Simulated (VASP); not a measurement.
# In3B2 (R-3m) in VASP: notebook

In3B2 is run at these levels: PBE; tasks: single point.

All numbers are computed with VASP 6.6.1; they aren't measurements. Logs are shortened: lines on timing, memory, paths and dates and some standing lists are left out, and cuts for length are marked.

## (1) The cell of the first run

It takes space group R-3m (No. 166, trigonal). Conventional cell: a = 3.193 Å, b = 3.193 Å, c = 30.781 Å, α = 90.00°, β = 90.00°, γ = 120.00°. In (site symmetry 3m) has 6 B at 2.78 to 2.79 Å and 9 In at 3.19 to 3.56 Å within 3.7 Å. Within 4.2 Å of In (site symmetry -3m) lie 12 In at 3.19 to 3.56 Å. Within 2.4 Å of B (site symmetry 3m) lie 3 B at 1.84 Å.

## (2) Single point, PBE

INCAR reads:

```
SYSTEM = In3B2
PREC     = Accurate       ! precision mode
ENCUT    = 520            ! plane-wave cutoff, eV
EDIFF    = 1E-6           ! SCF threshold, eV
ISMEAR   = 0              ! smearing method
SIGMA    = 0.1            ! smearing width, eV
LREAL    = .FALSE.        ! projectors in reciprocal space
LASPH    = .TRUE.         ! aspherical terms in the spheres
NELM     = 80             ! most SCF steps
ALGO     = Normal         ! electronic algorithm
ISIF     = 2              ! what is computed and relaxed
LWAVE    = .FALSE.        ! write WAVECAR
LCHARG   = .FALSE.        ! write CHGCAR
GGA      = PE             ! functional
NBANDS   = 30             ! bands
```

KPOINTS reads:

```
regular mesh
0
G
  6 6 6
  0 0 0
```

POSCAR reads:

```
In3B2
1.0
    1.5964679141      0.9217211821     10.2603775901
   -1.5964679141      0.9217211821     10.2603775901
    0.0000000000     -1.8434423577     10.2603775906
In B
3 2
Direct
    0.5678300129      0.5678300129      0.5678300129
    0.0000000000      0.0000000000      0.0000000000
    0.4321699871      0.4321699871      0.4321699871
    0.8332845250      0.8332845250      0.8332845250
    0.1667154750      0.1667154750      0.1667154750
```

Potentials or basis: VASP PAW PBE potentials, release 64 (In_d, B).

The run is started by

```console
cat potpaw_PBE.64/In_d/POTCAR potpaw_PBE.64/B/POTCAR > POTCAR
mpirun -np 1 vasp_std > vasp.out
```

OUTCAR:

```text
SYSTEM = In3B2
   PREC = Accurate
   ENCUT = 520
   EDIFF = 1E-6
   ISMEAR = 0
   LREAL = .FALSE.
   LASPH = .TRUE.
   NELM = 80
   ISIF = 2
   GGA = PE

 ion  position               nearest neighbor table
   1  0.568  0.568  0.568-   5 2.78   5 2.78   5 2.78   4 2.79   4 2.79   4 2.79   2 3.56   2 3.56
                             2 3.56
   2  0.000  0.000  0.000-   1 3.56   1 3.56   3 3.56   3 3.56   1 3.56   3 3.56
   3  0.432  0.432  0.432-   4 2.78   4 2.78   4 2.78   5 2.79   5 2.79   5 2.79   2 3.56   2 3.56
                             2 3.56
   4  0.833  0.833  0.833-   5 1.84   5 1.84   5 1.84   3 2.78   3 2.78   3 2.78   1 2.79   1 2.79
                             1 2.79
   5  0.167  0.167  0.167-   4 1.84   4 1.84   4 1.84   1 2.78   1 2.78   1 2.78   3 2.79   3 2.79
                             3 2.79

  LATTYP: Found a trigonal (rhomboedric) cell.
 ALAT       =    10.4246644085
 COS(alpha) =     0.9530942355

  Lattice vectors:

 A1 = (   1.5964679141,   0.9217211821,  10.2603775901)
 A2 = (  -1.5964679141,   0.9217211821,  10.2603775901)
 A3 = (   0.0000000000,  -1.8434423577,  10.2603775906)

Analysis of symmetry for initial positions (statically):
=====================================================================
 Subroutine PRICEL returns:
 Original cell was already a primitive cell.

 Routine SETGRP: Setting up the symmetry group for a
 trigonal (rhombohedral) supercell.

 Subroutine GETGRP returns: Found 12 space group operations
 (whereof 12 operations were pure point group operations)
 out of a pool of 12 trial point group operations.

The static configuration has the point symmetry D_3d.

Analysis of symmetry for dynamics (positions and initial velocities):
=====================================================================
 Subroutine PRICEL returns:
 Original cell was already a primitive cell.

 Routine SETGRP: Setting up the symmetry group for a
 trigonal (rhombohedral) supercell.

 Subroutine GETGRP returns: Found 12 space group operations
 (whereof 12 operations were pure point group operations)
 out of a pool of 12 trial point group operations.

The dynamic configuration has the point symmetry D_3d.

 Subroutine INISYM returns: Found 12 space group operations
 (whereof 12 operations are pure point group operations),
 and found     1 'primitive' translations

----------------------------------------------------------------------------------------

                                     Primitive cell

  volume of cell :      90.5888

  direct lattice vectors                    reciprocal lattice vectors
     1.596467914  0.921721182 10.260377590     0.313191387  0.180821131  0.032487433
    -1.596467914  0.921721182 10.260377590    -0.313191387  0.180821131  0.032487433
     0.000000000 -1.843442358 10.260377591     0.000000000 -0.361642263  0.032487433

  length of vectors
    10.424664408 10.424664408 10.424664408     0.363098554  0.363098554  0.363098554

  position of ions in fractional coordinates (direct lattice)
     0.567830013  0.567830013  0.567830013
     0.000000000  0.000000000  0.000000000
     0.432169987  0.432169987  0.432169987
     0.833284525  0.833284525  0.833284525
     0.166715475  0.166715475  0.166715475

  ion indices of the primitive-cell ions
   primitive index   ion index
                 1           1
                 2           2
                 3           3
                 4           4
                 5           5

----------------------------------------------------------------------------------------

 KPOINTS: regular mesh

Automatic generation of k-mesh.
 Grid dimensions read from file:
 generate k-points for:    6    6    6

 Generating k-lattice:

  Cartesian coordinates                     Fractional coordinates (reciprocal lattice)
     0.052198564  0.030136855  0.005414572     0.166666667 -0.000000000  0.000000000
    -0.052198564  0.030136855  0.005414572    -0.000000000  0.166666667  0.000000000
     0.000000000 -0.060273710  0.005414572     0.000000000  0.000000000  0.166666667

  Length of vectors
     0.060516426  0.060516426  0.060516426

  Shift w.r.t. Gamma in fractional coordinates (k-lattice)
     0.000000000  0.000000000  0.000000000

 Subroutine IBZKPT returns following result:
 ===========================================

 Found     32 irreducible k-points:

 Following reciprocal coordinates:
            Coordinates               Weight
  0.000000  0.000000  0.000000      1.000000
  0.166667 -0.000000 -0.000000      6.000000
  0.333333 -0.000000 -0.000000      6.000000
  0.500000  0.000000 -0.000000      3.000000
  0.166667  0.166667 -0.000000      6.000000
  0.333333  0.166667 -0.000000     12.000000
[... 16 lines left out ...]
  0.500000  0.500000  0.166667      6.000000
 -0.333333  0.500000  0.166667     12.000000
 [... further k-points ...]
   k-points           NKPTS =     32   k-points in BZ     NKDIM =     32   number of bands    NBANDS=     30
   number of dos      NEDOS =    301   number of ions     NIONS =      5
   total plane-waves  NPLWV = 512000
   dimension x,y,z NGX =    80 NGY =   80 NGZ =   80
   dimension x,y,z NGXF=   160 NGYF=  160 NGZF=  160
   ions per type =               3   2
   NGX,Y,Z   is equivalent  to a cutoff of  12.76, 12.76, 12.76 a.u.
   NGXF,Y,Z  is equivalent  to a cutoff of  25.52, 25.52, 25.52 a.u.
 SYSTEM =  In3B2
   PREC   = accura    normal or accurate (medium, high low for compatibility)
   ISTART =      0    job   : 0-new  1-cont  2-samecut
   ICHARG =      2    charge: 1-file 2-atom 10-const
   ISPIN  =      1    spin polarized calculation?
   LNONCOLLINEAR =      F non collinear calculations
   LSORBIT =      F    spin-orbit coupling
   LASPH  =      T    aspherical Exc in radial PAW
   ENCUT  =  520.0 eV  38.22 Ry    6.18 a.u.  19.38 19.38 19.38*2*pi/ulx,y,z
   NELM   =     80;   NELMIN=  2; NELMDL= -5     # of ELM steps
   EDIFF  = 0.1E-05   stopping-criterion for ELM
   LREAL  =      F    real-space projection
   EDIFFG = 0.1E-04   stopping-criterion for IOM
   NSW    =      0    number of steps for IOM
   IBRION =     -1    ionic relax: 0-MD 1-quasi-New 2-CG
   NFREE  =      0    steps in history (QN), initial steepest desc. (CG)
   ISIF   =      2    stress and relaxation
   ISYM   =      2    0-nonsym 1-usesym 2-fastsym
   POTIM  = 0.5000    time-step for ionic-motion
   TEBEG  =    0.0;   TEEND  =   0.0 temperature during run
   PSTRESS=    0.0 pullay stress
   NELECT =      45.0000    total number of electrons
   NUPDOWN=      -1.0000    fix difference up-down
   EMIN   =  10.00;   EMAX   =-10.00  energy-range for DOS
   EFERMI =   0.00;   METHOD = LEGACY
   ISMEAR =     0;   SIGMA  =   0.10  broadening in eV -4-tet -1-fermi 0-gaus
   EFERMI_NEDOS =   21; number of points for ismear=-14 and -15
   IALGO  =     38    algorithm
   IMIX   =      4    mixing-type and parameters
     AMIX     =   0.40;   BMIX     =  1.00
     AMIX_MAG =   1.60;   BMIX_MAG =  1.00
  volume/ion in A,a.u.               =      18.12       122.26
  Fermi-wavevector in a.u.,A,eV,Ry     =   1.296545  2.450115 22.871783  1.681029
  Thomas-Fermi vector in A             =   2.427994
   LORBIT       =      0    0 simple, 1 ext, 2 COOP (PROOUT), +10 PAW based schemes
   GGA     = PE    functional components
   LHFCALC =     F    Hartree Fock is set to
   AEXX    =    0.0000 exact exchange contribution
   IVDW    =     0    specifies the selected vdW correction
   LEPSILON=     F    determine dielectric tensor
   LRPA    =     F    only Hartree local field effects (RPA)
 non-spin polarized calculation
 Gauss-broadening in eV      SIGMA  =   0.10
  energy-cutoff  :      520.00
  volume of cell :       90.59
 maximum number of plane-waves:      2462
 NGX is ok and might be reduce to    80
   NGX = 39   NGY = 39   NGZ = 39

 number of electron      45.0000004 magnetization

 Free energy of the ion-electron system (eV)
  ---------------------------------------------------
  ext. energy  EPLUGINS =         0.00000000
  ---------------------------------------------------
  free energy    TOTEN  =       -19.55704628 eV

  energy without entropy =      -19.55018504  energy(sigma->0) =      -19.55361566

 E-fermi :   7.5883     XC(G=0): -10.6504

 val. band max:        7.5627497136   @ k =   0.5000   0.3333   0.0000
 cond. band min:       7.6226494973   @ k =  -0.1667   0.3333   0.1667
 fundamental gap:      0.0598997837
 Fermi energy:         7.5882578978

 k-point     1 :       0.0000    0.0000    0.0000
  band No.  band energies     occupation
      1      -7.1999      2.00000
      2      -7.1595      2.00000
      3      -7.1181      2.00000
      4      -7.1161      2.00000
      5      -7.1161      2.00000
      6      -7.1112      2.00000
[... 22 lines left out ...]
     29      17.5738      0.00000
     30      18.3768      0.00000

 k-point     2 :       0.1667   -0.0000   -0.0000
  band No.  band energies     occupation
      1      -7.1823      2.00000
      2      -7.1730      2.00000
      3      -7.0974      2.00000
      4      -7.0742      2.00000
      5      -7.0641      2.00000
      6      -7.0158      2.00000
[... 22 lines left out ...]
     29      15.0044      0.00000
     30      15.6559      0.00000

 k-point     3 :       0.3333   -0.0000   -0.0000
  band No.  band energies     occupation
      1      -7.2749      2.00000
      2      -7.2735      2.00000
      3      -7.1440      2.00000
      4      -7.1168      2.00000
      5      -7.0517      2.00000
      6      -6.9937      2.00000
[... 22 lines left out ...]
     29      13.8256      0.00000
     30      13.8603      0.00000

 k-point     4 :       0.5000    0.0000   -0.0000
  band No.  band energies     occupation
      1      -7.3267      2.00000
      2      -7.3236      2.00000
      3      -7.2098      2.00000
      4      -7.1668      2.00000
      5      -7.1212      2.00000
      6      -7.0348      2.00000
[... 22 lines left out ...]
     29      13.0829      0.00000
     30      13.7708      0.00000

 k-point     5 :       0.1667    0.1667   -0.0000
  band No.  band energies     occupation
      1      -7.1825      2.00000
      2      -7.1728      2.00000
      3      -7.1010      2.00000
      4      -7.0737      2.00000
      5      -7.0608      2.00000
      6      -7.0157      2.00000
[... 22 lines left out ...]
     29      14.9457      0.00000
     30      15.8115      0.00000
[... 526 lines left out ...]
     29      11.6916      0.00000
     30      12.3145      0.00000

 k-point    22 :      -0.1667    0.3333    0.1667
  band No.  band energies     occupation
      1      -7.2055      2.00000
      2      -7.1977      2.00000
      3      -7.1568      2.00000
      4      -7.0965      2.00000
      5      -7.0481      2.00000
      6      -7.0190      2.00000
[... 22 lines left out ...]
     29      12.4418      0.00000
     30      13.1042      0.00000

 k-point    23 :       0.5000    0.5000    0.1667
  band No.  band energies     occupation
      1      -7.2786      2.00000
      2      -7.2697      2.00000
      3      -7.1364      2.00000
      4      -7.1083      2.00000
      5      -7.0769      2.00000
      6      -7.0089      2.00000
[... 22 lines left out ...]
     29      14.1899      0.00000
     30      14.5205      0.00000

 k-point    24 :      -0.3333    0.5000    0.1667
  band No.  band energies     occupation
      1      -7.2066      2.00000
      2      -7.1957      2.00000
      3      -7.1446      2.00000
      4      -7.1128      2.00000
      5      -7.0473      2.00000
      6      -7.0230      2.00000
[... 22 lines left out ...]
     29      12.0544      0.00000
     30      12.6639      0.00000

 [... further k-points ...]
[... 5 lines left out ...]
  --------------------------------------------------------------------------------------
  -------------------------------------------------------------------------------------
  Total       -0.0212846     -0.0212846     -0.0027934      0.0000000      0.0000000      0.0000000
  in kB       -0.3764448     -0.3764448     -0.0494057      0.0000000      0.0000000      0.0000000
  external PRESSURE =      -0.2674318 kB  Pullay stress =       0.0000000 kB

 VOLUME and BASIS-vectors are now :
 -----------------------------------------------------------------------------
  energy-cutoff  :      520.00
  volume of cell :       90.59
      direct lattice vectors                 reciprocal lattice vectors
     1.596467914  0.921721182 10.260377590     0.313191387  0.180821131  0.032487433
    -1.596467914  0.921721182 10.260377590    -0.313191387  0.180821131  0.032487433
     0.000000000 -1.843442358 10.260377591     0.000000000 -0.361642263  0.032487433

 POSITION                                       TOTAL-FORCE (eV/Angst)
 -----------------------------------------------------------------------------------
      0.00000      0.00000     17.47845         0.000000      0.000000      0.007326
      0.00000      0.00000      0.00000         0.000000     -0.000000     -0.000000
      0.00000      0.00000     13.30268         0.000000     -0.000000     -0.007326
      0.00000      0.00000     25.64944         0.000000     -0.000000     -0.001197
      0.00000      0.00000      5.13169         0.000000      0.000000      0.001197
 -----------------------------------------------------------------------------------
    total drift:                               -0.000000     -0.000000      0.000000

  FREE ENERGIE OF THE ION-ELECTRON SYSTEM (eV)
  ---------------------------------------------------
  free  energy   TOTEN  =       -19.5570462801 eV

  energy  without entropy=      -19.5501850361  energy(sigma->0) =      -19.55361566
```

It took 6.8 min on 1 thread of Intel Xeon 6975P-C (Granite Rapids), shared host; peak memory 0.91 GiB.

Results:

```yaml
Free_energy: -19.5570 eV
Pressure: 0.0 GPa
Largest_force: 0.007 eV/Å
Band_gap_on_the_k_mesh: zero (an odd number of electrons rules out a gap without spin polarisation)
```

Forces on the atoms (eV/Å):
```
In   0.000  0.000  0.007
In   0.000  0.000  0.000
In   0.000  0.000 -0.007
B    0.000  0.000 -0.001
B    0.000  0.000  0.001
```

Caveat: the k points lie up to 0.38 Å⁻¹ apart, too coarse for converged energies and pressures of a metal; spin-orbit coupling is left out, which moves the levels of the heavy elements.

(Continued in part 2 of 2.)

The gap in the log of VASP goes by the Fermi energy; the results here count the filled bands.